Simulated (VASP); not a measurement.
# Ti (I4/mmm) in VASP: further runs, part 2 of 2

VASP 6.6.1. The steps go on from the part before.

## (4) Single point, PBEsol (strain +0.000 along x and y, -0.030 along z)

INCAR

```
ALGO = Normal ; EDIFF = 1E-6
ENCUT = 520 ; GGA = PS
ISIF = 2 ; ISMEAR = 0
LASPH = T ; LCHARG = F
LREAL = F ; LWAVE = F
NBANDS = 12 ; NELM = 60
PREC = Accurate ; SIGMA = 0.15
```

KPOINTS

```
k-points
0
Gamma
  20 20 20
```

POSCAR

```
Ti
1.0
   -1.6410000000      1.6410000000      1.5917700000
    1.6410000000     -1.6410000000      1.5917700000
    1.6410000000      1.6410000000     -1.5917700000
Ti
1
Direct
    0.0000000000      0.0000000000      0.0000000000
```

Potentials or basis: VASP PAW PBE potentials, release 64 (Ti_sv).

Run with:

```sh
cat potpaw_PBE.64/Ti_sv/POTCAR > POTCAR
mpirun -np 1 vasp_std > vasp.out
```

OUTCAR:

```text
EDIFF = 1E-6
   ENCUT = 520
   GGA = PS
   ISIF = 2
   ISMEAR = 0
   LASPH = T
   LREAL = F
   NELM = 60
   PREC = Accurate

 ion  position               nearest neighbor table
   1  0.000  0.000  0.000-

  LATTYP: Found a body centered tetragonal cell.
 ALAT       =     3.2820000000
 C/A-ratio  =     0.9700000000

  Lattice vectors:

 A1 = (  -1.6410000000,   1.6410000000,   1.5917700000)
 A2 = (   1.6410000000,  -1.6410000000,   1.5917700000)
 A3 = (   1.6410000000,   1.6410000000,  -1.5917700000)

Analysis of symmetry for initial positions (statically):
=====================================================================
 Subroutine PRICEL returns:
 Original cell was already a primitive cell.

 Routine SETGRP: Setting up the symmetry group for a
 body centered tetragonal supercell.

 Subroutine GETGRP returns: Found 16 space group operations
 (whereof 16 operations were pure point group operations)
 out of a pool of 16 trial point group operations.

The static configuration has the point symmetry D_4h.

Analysis of symmetry for dynamics (positions and initial velocities):
=====================================================================
 Subroutine PRICEL returns:
 Original cell was already a primitive cell.

 Routine SETGRP: Setting up the symmetry group for a
 body centered tetragonal supercell.

 Subroutine GETGRP returns: Found 16 space group operations
 (whereof 16 operations were pure point group operations)
 out of a pool of 16 trial point group operations.

The dynamic configuration has the point symmetry D_4h.

 Subroutine INISYM returns: Found 16 space group operations
 (whereof 16 operations are pure point group operations),
 and found     1 'primitive' translations

----------------------------------------------------------------------------------------

                                     Primitive cell

  volume of cell :      17.1458

  direct lattice vectors                    reciprocal lattice vectors
    -1.641000000  1.641000000  1.591770000     0.000000000  0.304692261  0.314115733
     1.641000000 -1.641000000  1.591770000     0.304692261  0.000000000  0.314115733
     1.641000000  1.641000000 -1.591770000     0.304692261  0.304692261  0.000000000

  length of vectors
     2.814159507  2.814159507  2.814159507     0.437614062  0.437614062  0.430899928

  position of ions in fractional coordinates (direct lattice)
     0.000000000  0.000000000  0.000000000

  ion indices of the primitive-cell ions
   primitive index   ion index
                 1           1

----------------------------------------------------------------------------------------

 KPOINTS: k-points

Automatic generation of k-mesh.
 Grid dimensions read from file:
 generate k-points for:   20   20   20

 Generating k-lattice:

  Cartesian coordinates                     Fractional coordinates (reciprocal lattice)
     0.000000000  0.015234613  0.015705787     0.050000000 -0.000000000  0.000000000
     0.015234613  0.000000000  0.015705787    -0.000000000  0.050000000  0.000000000
     0.015234613  0.015234613  0.000000000     0.000000000  0.000000000  0.050000000

  Length of vectors
     0.021880703  0.021880703  0.021544996

  Shift w.r.t. Gamma in fractional coordinates (k-lattice)
     0.000000000  0.000000000  0.000000000

 Subroutine IBZKPT returns following result:
 ===========================================

 Found    641 irreducible k-points:

 Following reciprocal coordinates:
            Coordinates               Weight
  0.000000  0.000000  0.000000      1.000000
  0.050000  0.000000 -0.000000      8.000000
  0.100000 -0.000000  0.000000      8.000000
  0.150000  0.000000  0.000000      8.000000
  0.200000 -0.000000  0.000000      8.000000
  0.250000 -0.000000  0.000000      8.000000
[... 16 lines left out ...]
 -0.400000  0.050000  0.000000     16.000000
 -0.350000  0.050000  0.000000     16.000000
 [... further k-points ...]
   k-points           NKPTS =    641   k-points in BZ     NKDIM =    641   number of bands    NBANDS=     12
   number of dos      NEDOS =    301   number of ions     NIONS =      1
   total plane-waves  NPLWV =  13824
   dimension x,y,z NGX =    24 NGY =   24 NGZ =   24
   dimension x,y,z NGXF=    48 NGYF=   48 NGZF=   48
   ions per type =               1
   NGX,Y,Z   is equivalent  to a cutoff of  14.18, 14.18, 14.18 a.u.
   NGXF,Y,Z  is equivalent  to a cutoff of  28.36, 28.36, 28.36 a.u.
 SYSTEM =  unknown system
   PREC   = accura    normal or accurate (medium, high low for compatibility)
   ISTART =      0    job   : 0-new  1-cont  2-samecut
   ICHARG =      2    charge: 1-file 2-atom 10-const
   ISPIN  =      1    spin polarized calculation?
   LNONCOLLINEAR =      F non collinear calculations
   LSORBIT =      F    spin-orbit coupling
   LASPH  =      T    aspherical Exc in radial PAW
   ENCUT  =  520.0 eV  38.22 Ry    6.18 a.u.   5.23  5.23  5.23*2*pi/ulx,y,z
   NELM   =     60;   NELMIN=  2; NELMDL= -5     # of ELM steps
   EDIFF  = 0.1E-05   stopping-criterion for ELM
   LREAL  =      F    real-space projection
   EDIFFG = 0.1E-04   stopping-criterion for IOM
   NSW    =      0    number of steps for IOM
   IBRION =     -1    ionic relax: 0-MD 1-quasi-New 2-CG
   NFREE  =      0    steps in history (QN), initial steepest desc. (CG)
   ISIF   =      2    stress and relaxation
   ISYM   =      2    0-nonsym 1-usesym 2-fastsym
   POTIM  = 0.5000    time-step for ionic-motion
   TEBEG  =    0.0;   TEEND  =   0.0 temperature during run
   PSTRESS=    0.0 pullay stress
   NELECT =      12.0000    total number of electrons
   NUPDOWN=      -1.0000    fix difference up-down
   EMIN   =  10.00;   EMAX   =-10.00  energy-range for DOS
   EFERMI =   0.00;   METHOD = LEGACY
   ISMEAR =     0;   SIGMA  =   0.15  broadening in eV -4-tet -1-fermi 0-gaus
   EFERMI_NEDOS =   21; number of points for ismear=-14 and -15
   IALGO  =     38    algorithm
   IMIX   =      4    mixing-type and parameters
     AMIX     =   0.40;   BMIX     =  1.00
     AMIX_MAG =   1.60;   BMIX_MAG =  1.00
  volume/ion in A,a.u.               =      17.15       115.71
  Fermi-wavevector in a.u.,A,eV,Ry     =   1.453504  2.746723 28.744654  2.112673
  Thomas-Fermi vector in A             =   2.570762
   LORBIT       =      0    0 simple, 1 ext, 2 COOP (PROOUT), +10 PAW based schemes
   GGA     = PS    functional components
   LHFCALC =     F    Hartree Fock is set to
   AEXX    =    0.0000 exact exchange contribution
   IVDW    =     0    specifies the selected vdW correction
   LEPSILON=     F    determine dielectric tensor
   LRPA    =     F    only Hartree local field effects (RPA)
 non-spin polarized calculation
 Gauss-broadening in eV      SIGMA  =   0.15
  energy-cutoff  :      520.00
  volume of cell :       17.15
 maximum number of plane-waves:       482
 NGX is ok and might be reduce to    24
   NGX = 11   NGY = 11   NGZ = 11

 number of electron      11.9999999 magnetization

 Free energy of the ion-electron system (eV)
  ---------------------------------------------------
  ext. energy  EPLUGINS =         0.00000000
  ---------------------------------------------------
  free energy    TOTEN  =        -8.24059669 eV

  energy without entropy =       -8.21478068  energy(sigma->0) =       -8.22768868

 E-fermi :   8.0929     XC(G=0): -11.6935

 val. band max:        8.0916254413   @ k =   0.5000   0.3000   0.0000
 cond. band min:       8.0932247316   @ k =  -0.2500   0.2500   0.2500
 fundamental gap:      0.0015992904
 Fermi energy:         8.0928977098

 k-point     1 :       0.0000    0.0000    0.0000
  band No.  band energies     occupation
      1     -48.1822      2.00000
      2     -24.1182      2.00000
      3     -24.1164      2.00000
      4     -24.1164      2.00000
      5       2.1101      2.00000
      6       8.9403      0.00000
      7       9.1649      0.00000
      8       9.1649      0.00000
      9      10.7468      0.00000
     10      11.0111      0.00000
     11      25.4219      0.00000
     12      25.4219      0.00000
[... 331 lines left out ...]
 k-point    24 :      -0.3500    0.0500    0.0000
  band No.  band energies     occupation
      1     -48.0777      2.00000
      2     -24.6382      2.00000
      3     -24.2856      2.00000
      4     -24.1317      2.00000
      5       4.9611      2.00000
      6       7.9480      1.82820
      7       8.3984      0.00397
      8      10.7678      0.00000
      9      11.0915      0.00000
     10      11.3882      0.00000
     11      20.1274      0.00000
     12      22.7133      0.00000

 [... further k-points ...]
[... 5 lines left out ...]
  --------------------------------------------------------------------------------------
  -------------------------------------------------------------------------------------
  Total       -0.3941366     -0.3941366     -0.4866345      0.0000000     -0.0000000     -0.0000000
  in kB      -36.8298457    -36.8298457    -45.4732481      0.0000000     -0.0000000     -0.0000000
  external PRESSURE =     -39.7109798 kB  Pullay stress =       0.0000000 kB

 VOLUME and BASIS-vectors are now :
 -----------------------------------------------------------------------------
  energy-cutoff  :      520.00
  volume of cell :       17.15
      direct lattice vectors                 reciprocal lattice vectors
    -1.641000000  1.641000000  1.591770000     0.000000000  0.304692261  0.314115733
     1.641000000 -1.641000000  1.591770000     0.304692261  0.000000000  0.314115733
     1.641000000  1.641000000 -1.591770000     0.304692261  0.304692261  0.000000000

 POSITION                                       TOTAL-FORCE (eV/Angst)
 -----------------------------------------------------------------------------------
      0.00000      0.00000      0.00000        -0.000000      0.000000      0.000000
 -----------------------------------------------------------------------------------
    total drift:                                0.000000      0.000000     -0.000000

  FREE ENERGIE OF THE ION-ELECTRON SYSTEM (eV)
  ---------------------------------------------------
  free  energy   TOTEN  =        -8.2405966859 eV

  energy  without entropy=       -8.2147806769  energy(sigma->0) =       -8.22768868
```

It took 39 s on 1 thread of Intel Xeon Platinum 8559C (Emerald Rapids), shared host; peak memory 0.24 GiB.

What came out:

| Property | Result |
| --- | --- |
| Free energy | -8.2406 eV |
| Pressure | -4.0 GPa |
| Band gap on the k mesh | zero (band 6 reaches 9.07 eV, above the bottom of band 7 at 7.44 eV) |

Stress tensor (GPa, compression positive):
```
-3.68  0.00  0.00
 0.00 -3.68  0.00
 0.00  0.00 -4.55
```

Caveat: the cell differs from its parent crystal (strain +0.000 along x and y, -0.030 along z); the PAW data sets were made with another functional, which shifts forces and pressure a little.

## (5) Single point, PBEsol (strain -0.015 along x and y, +0.000 along z)

INCAR

```
PREC     = Accurate       # precision mode
ENCUT    = 520            # plane-wave cutoff, eV
EDIFF    = 1E-7           # SCF threshold, eV
ISMEAR   = 0              # smearing method
SIGMA    = 0.15           # smearing width, eV
LREAL    = F              # projectors in reciprocal space
LASPH    = T              # aspherical terms in the spheres
NELM     = 80             # most SCF steps
ALGO     = Normal         # electronic algorithm
ISIF     = 2              # what is computed and relaxed
LWAVE    = F              # write WAVECAR
LCHARG   = F              # write CHGCAR
GGA      = PS             # functional
NBANDS   = 12             # bands
```

KPOINTS

```
Automatic mesh
0
Gamma
  20 20 20
```

POSCAR

```
Ti
1.0
   -1.6163850000      1.6163850000      1.6410000000
    1.6163850000     -1.6163850000      1.6410000000
    1.6163850000      1.6163850000     -1.6410000000
Ti
1
Direct
    0.0000000000      0.0000000000      0.0000000000
```

Run with:

```sh
cat potpaw_PBE.64/Ti_sv/POTCAR > POTCAR
mpirun -np 1 vasp_std > vasp.out
```

It took 45 s on 1 thread of Intel Xeon Platinum 8559C (Emerald Rapids), shared host; peak memory 0.24 GiB.

Results (log left out):

```
Free energy            : -8.2398 eV
Pressure               : -4.0 GPa
Band gap on the k mesh : zero (band 6 reaches 9.05 eV, above the bottom of band 7 at 7.43 eV)
```

Stress tensor (GPa, compression positive):
```
-4.13  0.00  0.00
 0.00 -4.13  0.00
 0.00  0.00 -3.77
```

Levels at points of the mesh, in eV from the Fermi level:
| k point | band 2 | band 3 | band 4 | band 5 | band 6 | band 7 | band 8 | band 9 | band 10 | band 11 |
| --- | --- | --- | --- | --- | --- | --- | --- | --- | --- | --- |
| (0.00, 0.00, 0.00) | -32.21 | -32.21 | -32.21 | -5.98 | 0.96 | 0.96 | 1.07 | 2.73 | 2.86 | 17.33 |
| (0.50, 0.00, 0.00) | -32.92 | -32.43 | -32.21 | -2.49 | -0.37 | 1.16 | 2.73 | 3.13 | 4.35 | 8.88 |
| (0.50, 0.50, 0.00) | -32.92 | -32.44 | -32.22 | -2.49 | -0.50 | 1.26 | 2.87 | 3.18 | 4.37 | 8.99 |
| (0.50, 0.50, 0.50) | -32.71 | -32.69 | -32.69 | -2.17 | -2.12 | 3.98 | 4.01 | 4.01 | 8.17 | 8.60 |

Caveat: the cell differs from its parent crystal (strain -0.015 along x and y, +0.000 along z); the PAW data sets were made with another functional, which shifts forces and pressure a little.

## (6) Summary

| cell | gap on the mesh (eV) | pressure (GPa) |
| --- | --- | --- |
| a = 2.800 Å, angles 110.7, 110.7, 107.0°, 1 atom | none | -2.4 |
| a = 2.815 Å, angles 111.1, 111.1, 106.2°, 1 atom | none | -3.8 |
| a = 2.814 Å, angles 108.7, 108.7, 111.1°, 1 atom | none | -4.0 |
| a = 2.814 Å, angles 109.9, 109.9, 108.7°, 1 atom | none | -4.0 |

Alike in all rows: task single point; level PBEsol; potentials or basis VASP PAW PBE potentials, release 64 (Ti_sv); no spin polarisation; k mesh 20 × 20 × 20; cutoff (eV) 520; smearing gaussian 0.15 eV.

Caveats: the PAW data sets were made with another functional, which shifts forces and pressure a little.

Absolute energies hang on the potentials; compare differences alone.
